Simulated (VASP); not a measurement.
Wanted: the native input for a VASP 6.6.1 run.

```
Task                   : single point
Functional             : PBE
Potentials or basis    : VASP PAW PBE potentials, release 64 (Bi_d, H)
Cutoff                 : 520 eV
k mesh                 : 6 × 6 × 4
Occupations            : gaussian, width 0.1 eV
Spin                   : no spin polarisation
Dipole correction      : no
Further INCAR settings : ALGO = Normal; EDIFF = 1e-06; NBANDS = 24
```

The structure of BiH lies in POSCAR:

```
BiH
1.0
    3.5450198800      0.0000000000      0.0000000000
   -1.7725099400      3.0700772700      0.0000000000
    0.0000000000      0.0000000000      5.8407379800
Bi H
2 2
Direct
    0.3333333300      0.6666666700      0.7500000000
    0.6666666700      0.3333333300      0.2500000000
    0.0000000000      0.0000000000      0.0000000000
    0.0000000000      0.0000000000      0.5000000000
```

The input as run:

INCAR

```
PREC = Accurate
ENCUT = 520
EDIFF = 1E-6
ISMEAR = 0
SIGMA = 0.1
LREAL = F
LASPH = T
NELM = 100
ALGO = Normal
ISIF = 2
LWAVE = F
LCHARG = F
GGA = PE
NBANDS = 24
```

KPOINTS

```
regular mesh
0
Gamma
  6 6 4
```

Potentials or basis: VASP PAW PBE potentials, release 64 (Bi_d, H).

Command:

```sh
$ cat potpaw_PBE.64/Bi_d/POTCAR potpaw_PBE.64/H/POTCAR > POTCAR
$ mpirun -np 1 vasp_std > vasp.out
```

It gave:

The pressure is 4.0 GPa and the band gap on the k mesh is zero (band 16 reaches 11.58 eV, above the bottom of band 17 at 6.81 eV).

Caveat: spin-orbit coupling is left out, which moves the levels of the heavy elements.

Wall time 67 s on 1 thread of AMD EPYC 7R43 64-Core Processor (Zen 3), with other jobs on the host, peak memory 0.15 GiB.
